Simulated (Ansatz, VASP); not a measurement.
**N: VASP beside Ansatz**

The input INCAR:

```
PREC = Accurate
ENCUT = 600
EDIFF = 1E-6
ISMEAR = 0
SIGMA = 0.1
LREAL = F
LASPH = T
NELM = 120
ALGO = Normal
ISIF = 2
LWAVE = F
LCHARG = F
GGA = PS
NBANDS = 18
GGA_COMPAT = F
```

KPOINTS

```
Automatic mesh
0
Gamma
  8 8 6
```

POSCAR

```
N
1.0
    1.2856641915     -3.9881664207      0.0000000000
    1.2856641915      3.9881664207      0.0000000000
    0.0000000000      0.0000000000      3.2532292888
N
4
Direct
    0.1052825104      0.8947174896      0.9271259278
    0.6052825104      0.3947174896      0.5728740722
    0.8947174896      0.1052825104      0.0728740722
    0.3947174896      0.6052825104      0.4271259278
```

Input for Ansatz:

```yaml
crystal:
  lattice:
    - [1.2856641915, -3.9881664207, 0.0]
    - [1.2856641915, 3.9881664207, 0.0]
    - [0.0, 0.0, 3.2532292888]
  atoms:
    - { symbol: "N", position: [0.1052825104, 0.8947174896, 0.9271259278] }
    - { symbol: "N", position: [0.6052825104, 0.3947174896, 0.5728740722] }
    - { symbol: "N", position: [0.8947174896, 0.1052825104, 0.0728740722] }
    - { symbol: "N", position: [0.3947174896, 0.6052825104, 0.4271259278] }
basis:
  ecutwfc: 420
kpoints:
  mp_grid: { grid: [8, 8, 6] }
hamiltonian:
  xc: pbesol
scf:
  occupations: { method: gaussian, width: 0.1 }
output:
  forces: true
  stress: true
  eigenvalues: true
```

Alike in both runs: task single point; functional PBEsol; k mesh 8 × 8 × 6; occupations gaussian, width 0.1 eV; no spin polarisation.

```csv
,VASP,Ansatz
version,VASP 6.6.1,Ansatz 0.2.0
potentials or method,"VASP PAW PBE potentials, release 64 (N), cutoff 600 eV","scalar-relativistic, plane waves, PAW"
valence electrons in the cell,20,20
```

```tsv
	VASP	Ansatz	Ansatz less VASP
gap on the k mesh at the Fermi level (eV)	0.49	0.50	+0.015
least direct gap on the mesh (eV)	0.49	0.50	+0.015
rms of the force components (eV/Å)	2.742	2.760	+0.0180
```

VASP's potentials were made for PBE, not for PBEsol. Atom by atom the forces differ by 0.019 eV/Å (rms over components). With one functional, cell and mesh, what is left measures potentials, basis and numerics.
